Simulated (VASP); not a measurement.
Here is a VASP 6.6.1 calculation.

INCAR

```
SYSTEM = Ni
PREC     = Accurate       ! precision mode
ENCUT    = 520            ! plane-wave cutoff, eV
EDIFF    = 1E-7           ! SCF threshold, eV
ISMEAR   = -1             ! smearing method
SIGMA    = 0.1            ! smearing width, eV
LREAL    = .FALSE.        ! projectors in reciprocal space
LASPH    = .TRUE.         ! aspherical terms in the spheres
NELM     = 150            ! most SCF steps
ALGO     = Normal         ! electronic algorithm
ISIF     = 2              ! what is computed and relaxed
LWAVE    = .FALSE.        ! write WAVECAR
LCHARG   = .TRUE.         ! write CHGCAR
ISPIN    = 2              ! spin polarisation
MAGMOM   = 1 1            ! initial moments
LORBIT   = 11             ! projections on sites
LMAXMIX  = 4              ! l up to which the mixer works
GGA      = PS             ! functional
LELF     = .TRUE.         ! ELF
LVHAR    = .TRUE.       
NBANDS   = 21             ! bands
```

The input KPOINTS:

```
regular mesh
0
G
  16 16 9
  0 0 0
```

File POSCAR:

```
Ni
1.0
    2.4480200000      0.0040800333      0.0000000000
   -1.2204765833      2.1180099833      0.0000000000
    0.0000000000      0.0000000000      4.0728100000
Ni
2
Direct
    0.3333333333      0.6666666667      0.2500000000
    0.6666666667      0.3333333333      0.7500000000
```

Potentials or basis: VASP PAW PBE potentials, release 64 (Ni).

The run is started by

```console
$ cat potpaw_PBE.64/Ni/POTCAR > POTCAR
$ mpirun -np 1 vasp_std > vasp.out
```

(1) What does it give for the site moments?

(2) What does it give for the pressure?

(3) What does it give for the net moment?

(4) Estimate the largest force.

## Answers

(1) Ni +0.61 μB.

(2) -2.9 GPa.

(3) 1.20 μB per cell.

(4) 0.007 eV/Å.

Caveat: the PAW data sets were made with another functional, which shifts forces and pressure a little.
